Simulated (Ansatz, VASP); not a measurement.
One calculation of TiPd3, two programs

INCAR

```
PREC     = Accurate       # precision mode
ENCUT    = 520            # plane-wave cutoff, eV
EDIFF    = 1E-6           # SCF threshold, eV
ISMEAR   = -1             # smearing method
SIGMA    = 0.05           # smearing width, eV
LREAL    = F              # projectors in reciprocal space
LASPH    = T              # aspherical terms in the spheres
NELM     = 60             # most SCF steps
ALGO     = Normal         # electronic algorithm
ISIF     = 2              # what is computed and relaxed
LWAVE    = F              # write WAVECAR
LCHARG   = F              # write CHGCAR
NBANDS   = 29             # bands
```

The input KPOINTS:

```
Automatic mesh
0
Gamma
  11 11 11
```

File POSCAR:

```
TiPd3
1.0
    3.7943616436      0.0000000000      0.0000000000
    0.0000000000      3.7943616436      0.0000000000
    0.0000000000      0.0000000000      3.7943616436
Ti Pd
1 3
Direct
    0.0000000000      0.0000000000      0.0000000000
    0.0000000000      0.5000000000      0.5000000000
    0.5000000000      0.0000000000      0.5000000000
    0.5000000000      0.5000000000      0.0000000000
```

Input for Ansatz:

```yaml
crystal:
  lattice:
    - [3.7943616436, 0.0, 0.0]
    - [0.0, 3.7943616436, 0.0]
    - [0.0, 0.0, 3.7943616436]
  atoms:
    - { symbol: Ti, position: [0.0, 0.0, 0.0] }
    - { symbol: Pd, position: [0.0, 0.5, 0.5] }
    - { symbol: Pd, position: [0.5, 0.0, 0.5] }
    - { symbol: Pd, position: [0.5, 0.5, 0.0] }
kpoints:
  mp_grid: { grid: [11, 11, 11] }
  band_path:
    path:
      - [0.0, 0.0, 0.0]
      - [0.0, 0.5, 0.0]
      - [0.5, 0.5, 0.0]
      - [0.0, 0.0, 0.0]
      - [0.5, 0.5, 0.5]
      - [0.0, 0.5, 0.0]
      - [0.5, 0.5, 0.5]
      - [0.5, 0.5, 0.0]
    npoints: 5
scf:
  occupations: { method: fermi_dirac, width: 0.05 }
hamiltonian:
  xc: lda
  pseudopotentials: { kind: all_electron, lapw: { basis_error: 0.001 } }
output:
  forces: true
  stress: true
  eigenvalues: true
```

Change from the starting cell: volume scaled by 0.98.

Alike in both runs: task single point; functional LDA; k mesh 11 × 11 × 11; occupations fermi-dirac, width 0.05 eV; no spin polarisation.

|  | VASP | Ansatz |
| --- | --- | --- |
| version | VASP 6.6.1 | Ansatz 0.2.0 |
| potentials or method | VASP PAW LDA potentials, release 64 (Ti_sv, Pd), cutoff 520 eV | all-electron LAPW, scalar-relativistic |

VASP gave:

- pressure (GPa): 7.8

What did Ansatz give for the same quantities?

Pressure (GPa): 7.4.

LDA's correlation is that of Perdew and Zunger in VASP and of Perdew and Wang (1992) in Ansatz. Ansatz ran all-electron here, and VASP with PAW potentials.
